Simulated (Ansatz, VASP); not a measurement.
AsS3: VASP beside Ansatz

```
CELL_PARAMETERS angstrom
4.08980 0.00000 0.00000
0.00000 4.08980 0.00000
0.00000 0.00000 4.08980
ATOMIC_POSITIONS crystal
As 0.00000 0.00000 0.00000
S 0.00000 0.50000 0.50000
S 0.50000 0.00000 0.50000
S 0.50000 0.50000 0.00000
```

Alike in both runs: functional PBE; k mesh 4 × 4 × 4; occupations gaussian, width 0.1 eV; no spin polarisation.

Ansatz relaxed the structure, and its values are those at the end. VASP's run is a single point on that final structure, the one shown.

```csv
,VASP,Ansatz
version,VASP 6.6.1,Ansatz 0.2.0
potentials or method,"VASP PAW PBE potentials, release 64 (As, S), cutoff 520 eV","scalar-relativistic, plane waves, PAW"
valence electrons in the cell,23,33
```

Ansatz gave:

```
gap on the k mesh at the Fermi level (eV) : none
pressure (GPa)                            : 0.0
```

Q: Estimate VASP's values.

A: gap on the k mesh at the Fermi level (eV): none; pressure (GPa): -0.1.

A gap of «none» marks a metal or a gap that the smearing closes. With one functional, cell and mesh, what is left measures potentials, basis and numerics. VASP's potentials hold 23 valence electrons a cell and Ansatz's 33, so a difference there can come from the potentials and not from the codes.

The k mesh is coarse, so the values compare programs but aren't converged.
